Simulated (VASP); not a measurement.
# PtS2 (P1) in VASP: single point with PBEsol

Aim: the single point of PtS2 with PBEsol.

Program: VASP 6.6.1. These are calculated values, not measurements. Logs are shortened: lines on timing, memory, paths and dates and some standing lists are left out, and cuts for length are marked.

## Step 1: The cell of the first run

The typed cell holds 12 atoms: a = 7.105 Å, b = 7.105 Å, c = 5.123 Å, α = 90.00°, β = 90.00°, γ = 120.00°.

## Step 2: Single point, PBEsol

Input file INCAR:

```
PREC     = Accurate       # precision mode
ENCUT    = 520            # plane-wave cutoff, eV
EDIFF    = 1E-6           # SCF threshold, eV
ISMEAR   = -1             # smearing method
SIGMA    = 0.052          # smearing width, eV
LREAL    = F              # projectors in reciprocal space
LASPH    = T              # aspherical terms in the spheres
NELM     = 80             # most SCF steps
ALGO     = Normal         # electronic algorithm
ISIF     = 2              # what is computed and relaxed
LWAVE    = F              # write WAVECAR
LCHARG   = F              # write CHGCAR
GGA      = PS             # functional
NBANDS   = 56             # bands
```

Input file KPOINTS:

```
Automatic mesh
0
Gamma
  3 3 4
```

Input file POSCAR:

```
PtS2
1.0
    7.1052831617      0.0000000001      0.0000000000
   -3.5526415809      6.1533557190      0.0000000000
    0.0000000000      0.0000000000      5.1227110462
Pt S
4 8
Direct
   -0.0112929286     -0.0052503059      0.0040705009
    0.0018047992      0.5000320379      0.0104915150
    0.5023121637      0.0013334188      0.0058164514
    0.5027797292      0.5002090145     -0.0018837682
    0.1496173836      0.3205892996      0.2307045994
    0.3309450998      0.1655969599      0.7637602365
    0.1854798432      0.8502261593      0.2235017727
    0.3290185073      0.6702310395      0.7429294695
    0.6795324367      0.3432990219      0.2333651048
    0.8237151049      0.1470134413      0.7527475130
    0.6482021554      0.8266456926      0.2539504938
    0.8362424477      0.6565329853      0.7682309161
```

Potentials or basis: VASP PAW PBE potentials, release 64 (Pt, S).

The run is started by

```bash
$ cat potpaw_PBE.64/Pt/POTCAR potpaw_PBE.64/S/POTCAR > POTCAR
$ mpirun -np 1 vasp_std > vasp.out
```

OUTCAR:

```text
PREC = Accurate
   ENCUT = 520
   EDIFF = 1E-6
   ISMEAR = -1
   LREAL = F
   LASPH = T
   NELM = 80
   ISIF = 2
   GGA = PS

 ion  position               nearest neighbor table
   1  0.989  0.995  0.004-   5 2.32  10 2.34   7 2.39  12 2.41   6 2.44  11 2.46   3 3.48   4 3.48

   2  0.002  0.500  0.010-   9 2.29   5 2.31  12 2.34   7 2.42   8 2.44  10 2.54
   3  0.502  0.001  0.006-   7 2.25  11 2.35  10 2.37   9 2.41   6 2.41   8 2.44   1 3.48
   4  0.503  0.500  0.998-  12 2.37   9 2.38   6 2.38  11 2.40   5 2.48   8 2.49   1 3.48
   5  0.150  0.321  0.231-   2 2.31   1 2.32   4 2.48
   6  0.331  0.166  0.764-   4 2.38   3 2.41   1 2.44
   7  0.185  0.850  0.224-   3 2.25   1 2.39   2 2.42
   8  0.329  0.670  0.743-   2 2.44   3 2.44   4 2.49
   9  0.680  0.343  0.233-   2 2.29   4 2.38   3 2.41
  10  0.824  0.147  0.753-   1 2.34   3 2.37   2 2.54
  11  0.648  0.827  0.254-   3 2.35   4 2.40   1 2.46
  12  0.836  0.657  0.768-   2 2.34   4 2.37   1 2.41

  LATTYP: Found a hexagonal cell.
 ALAT       =     7.1052831617
 C/A-ratio  =     0.7209721175

  Lattice vectors:

 A1 = (   7.1052831617,   0.0000000001,   0.0000000000)
 A2 = (  -3.5526415809,   6.1533557190,   0.0000000000)
 A3 = (   0.0000000000,   0.0000000000,   5.1227110462)

Analysis of symmetry for initial positions (statically):
=====================================================================
 Subroutine PRICEL returns:
 Original cell was already a primitive cell.

 Routine SETGRP: Setting up the symmetry group for a
 hexagonal supercell.

 Subroutine GETGRP returns: Found  1 space group operations
 (whereof  1 operations were pure point group operations)
 out of a pool of 24 trial point group operations.

The static configuration has the point symmetry C_1 .

Analysis of symmetry for dynamics (positions and initial velocities):
=====================================================================
 Subroutine PRICEL returns:
 Original cell was already a primitive cell.

 Routine SETGRP: Setting up the symmetry group for a
 hexagonal supercell.

 Subroutine GETGRP returns: Found  1 space group operations
 (whereof  1 operations were pure point group operations)
 out of a pool of 24 trial point group operations.

The dynamic configuration has the point symmetry C_1 .

[... 112 lines left out ...]
   EDIFF  = 0.1E-05   stopping-criterion for ELM
   LREAL  =      F    real-space projection
[... 7 lines left out ...]
   TEBEG  =    0.0;   TEEND  =   0.0 temperature during run
   PSTRESS=    0.0 pullay stress
   NELECT =      88.0000    total number of electrons
   NUPDOWN=      -1.0000    fix difference up-down
   EMIN   =  10.00;   EMAX   =-10.00  energy-range for DOS
   EFERMI =   0.00;   METHOD = LEGACY
   ISMEAR =    -1;   SIGMA  =   0.05  broadening in eV -4-tet -1-fermi 0-gaus
   EFERMI_NEDOS =   21; number of points for ismear=-14 and -15
   IALGO  =     38    algorithm
   IMIX   =      4    mixing-type and parameters
     AMIX     =   0.40;   BMIX     =  1.00
     AMIX_MAG =   1.60;   BMIX_MAG =  1.00
  volume/ion in A,a.u.               =      18.66       125.95
  Fermi-wavevector in a.u.,A,eV,Ry     =   1.199052  2.265879 19.561441  1.437725
  Thomas-Fermi vector in A             =   2.334925
   LORBIT       =      0    0 simple, 1 ext, 2 COOP (PROOUT), +10 PAW based schemes
   GGA     = PS    functional components
   LHFCALC =     F    Hartree Fock is set to
   AEXX    =    0.0000 exact exchange contribution
   IVDW    =     0    specifies the selected vdW correction
   LEPSILON=     F    determine dielectric tensor
   LRPA    =     F    only Hartree local field effects (RPA)
 non-spin polarized calculation
  energy-cutoff  :      520.00
  volume of cell :      223.97
 maximum number of plane-waves:      6042
 NGX is ok and might be reduce to    54
   NGX = 27   NGY = 27   NGZ = 19

 number of electron      88.0000005 magnetization

 Free energy of the ion-electron system (eV)
  ---------------------------------------------------
  ext. energy  EPLUGINS =         0.00000000
  ---------------------------------------------------
  free energy    TOTEN  =       -67.33220808 eV

  energy without entropy =      -67.33130808  energy(sigma->0) =      -67.33175808

 E-fermi :   6.6777     XC(G=0): -10.7163

 val. band max:        6.3836257458   @ k =  -0.3333   0.0000   0.2500
 cond. band min:       6.9651024186   @ k =   0.3333   0.3333   0.0000
 fundamental gap:      0.5814766728
 Fermi energy:         6.6776948350

 k-point     1 :       0.0000    0.0000    0.0000
  band No.  band energies     occupation
      1      -8.8367      2.00000
      2      -7.1249      2.00000
      3      -6.9567      2.00000
      4      -6.8884      2.00000
      5      -6.7113      2.00000
      6      -6.6299      2.00000
[... 1110 lines left out ...]
     55      12.5544      0.00000
     56      13.1177      0.00000

------------------------ aborting loop because EDIFF is reached ----------------------------------------

  FORCE on cell =-STRESS in cart. coord.  units (eV):
  Direction    XX          YY          ZZ          XY          YZ          ZX
  --------------------------------------------------------------------------------------
  -------------------------------------------------------------------------------------
  Total        1.0104602     -1.8028748     -1.7677173     -0.1046374     -2.5537094      0.1353084
  in kB        7.2283058    -12.8968275    -12.6453288     -0.7485216    -18.2679064      0.9679260
  external PRESSURE =      -6.1046168 kB  Pullay stress =       0.0000000 kB

 VOLUME and BASIS-vectors are now :
 -----------------------------------------------------------------------------
  energy-cutoff  :      520.00
  volume of cell :      223.97
      direct lattice vectors                 reciprocal lattice vectors
     7.105283162  0.000000000  0.000000000     0.140740345  0.081256476  0.000000000
    -3.552641581  6.153355719  0.000000000    -0.000000000  0.162512952  0.000000000
     0.000000000  0.000000000  5.122711046     0.000000000  0.000000000  0.195209137

 POSITION                                       TOTAL-FORCE (eV/Angst)
 -----------------------------------------------------------------------------------
      3.49105      6.12105      0.02085         1.049086     -0.372706     -0.370728
     -1.76361      3.07688      0.05374         0.384539      0.173314     -1.712128
      3.56433      0.00821      0.02980        -0.082528      0.418466     -1.348447
      1.79533      3.07796      5.11306        -0.906047     -0.416180      0.134845
     -0.07586      1.97270      1.18183         0.981973      0.683962      0.381083
      1.76315      1.01898      3.91252         0.017793      0.036825      0.114207
     -1.70266      5.23174      1.14493        -1.294845     -1.027948      1.157726
     -0.04332      4.12417      3.80581         0.341171     -0.336382      1.204955
      3.60865      2.11244      1.19546        -0.778349     -0.629562      0.496027
      5.33044      0.90463      3.85611        -0.190510      0.940524      0.623496
      1.66888      5.08665      1.30091         0.930546     -0.061105     -0.707609
      3.60931      4.03988      3.93542        -0.452828      0.590790      0.026573
 -----------------------------------------------------------------------------------
    total drift:                               -0.000104      0.000102     -0.000201

  FREE ENERGIE OF THE ION-ELECTRON SYSTEM (eV)
  ---------------------------------------------------
  free  energy   TOTEN  =       -67.3322080812 eV

  energy  without entropy=      -67.3313080795  energy(sigma->0) =      -67.33175808
```

Wall time 2.8 min (1 thread of Intel Xeon Platinum 8488C (Sapphire Rapids), shared host); peak memory 0.42 GiB.

What came out:

- Free energy: -67.3322 eV
- Pressure: -0.6 GPa
- Largest force: 2.018 eV/Å
- Band gap on the k mesh: 0.58 eV (least direct gap 0.77 eV)

Forces on the atoms (eV/Å):
```
Pt   1.049 -0.373 -0.371
Pt   0.385  0.173 -1.712
Pt  -0.083  0.418 -1.348
Pt  -0.906 -0.416  0.135
S    0.982  0.684  0.381
S    0.018  0.037  0.114
S   -1.295 -1.028  1.158
S    0.341 -0.336  1.205
S   -0.778 -0.630  0.496
S   -0.191  0.941  0.623
S    0.931 -0.061 -0.708
S   -0.453  0.591  0.027
```

Stress tensor (GPa, compression positive):
```
 0.72 -0.07  0.10
-0.07 -1.29 -1.83
 0.10 -1.83 -1.26
```

Caveat: the atoms stand as in a frame of molecular dynamics; the PAW data sets were made with another functional, which shifts forces and pressure a little; spin-orbit coupling is left out, which moves the levels of the heavy elements; an odd mesh through Γ misses points on the zone boundary, where band edges can lie.
